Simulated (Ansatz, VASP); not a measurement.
**Two plane-wave programs on CsI**

The input POSCAR:

```
CsI
1.0
    4.6081396334      0.0000000000      0.0000000000
    0.0000000000      4.6081396334      0.0000000000
    0.0000000000      0.0000000000      4.6081396334
Cs I
1 1
Direct
    0.0000000000      0.0000000000      0.0000000000
    0.5000000000      0.5000000000      0.5000000000
```

The input INCAR.step1:

```
SYSTEM = CsI
ALGO = Normal ; EDIFF = 1E-5
ENCUT = 550 ; GGA = PE
GGA_COMPAT = .FALSE. ; ISMEAR = 0
LASPH = .TRUE. ; LCHARG = .FALSE.
LREAL = .FALSE. ; LWAVE = .TRUE.
NBANDS = 15 ; NELM = 120
PREC = Accurate ; SIGMA = 0.01
```

INCAR.step2

```
SYSTEM = CsI
ALGO = Normal ; EDIFF = 1E-6
ENCUT = 550 ; GGA_COMPAT = .FALSE.
ISIF = 2 ; ISMEAR = 0
ISTART = 1 ; LASPH = .TRUE.
LCHARG = .TRUE. ; LELF = .TRUE.
LMIXTAU = .TRUE. ; LREAL = .FALSE.
LVHAR = .TRUE. ; LWAVE = .FALSE.
METAGGA = R2SCAN ; NBANDS = 15
NELM = 120 ; PREC = Accurate
SIGMA = 0.01
```

KPOINTS

```
k-points
0
G
  4 4 4
  0 0 0
```

Input for Ansatz:

```yaml
crystal:
  lattice:
    - [4.6081396334, 0.0, 0.0]
    - [0.0, 4.6081396334, 0.0]
    - [0.0, 0.0, 4.6081396334]
  atoms:
    - { symbol: Cs, position: [0.0, 0.0, 0.0] }
    - { symbol: I, position: [0.5, 0.5, 0.5] }
kpoints:
  mp_grid: { grid: [4, 4, 4] }
hamiltonian:
  xc: r2scan
scf:
  occupations: { method: fixed }
  n_extra_bands: 4
output:
  forces: true
  stress: true
  eigenvalues: true
```

Alike in both runs: task single point; functional r2SCAN; k mesh 4 × 4 × 4; no spin polarisation.

```csv
,VASP,Ansatz
version,VASP 6.6.1,Ansatz 0.2.0
potentials or method,"VASP PAW PBE potentials, release 64 (Cs_sv, I)","plane waves, PAW"
plane-wave cutoff (eV),550,500
occupations,"gaussian, width 0.01 eV",fixed
valence electrons in the cell,16,26
```

VASP gave:

| Item | Value |
| --- | --- |
| gap on the k mesh at the Fermi level (eV) | 4.50 |
| pressure (GPa) | 0.1 |

Problem. What did Ansatz give for the same quantities?

Solution. gap on the k mesh at the Fermi level (eV): 4.52; pressure (GPa): 0.0.

VASP's potentials were made for PBE, not for r2SCAN. VASP's potentials hold 16 valence electrons a cell and Ansatz's 26, so a difference there can come from the potentials and not from the codes.

Spin-orbit coupling is off throughout.
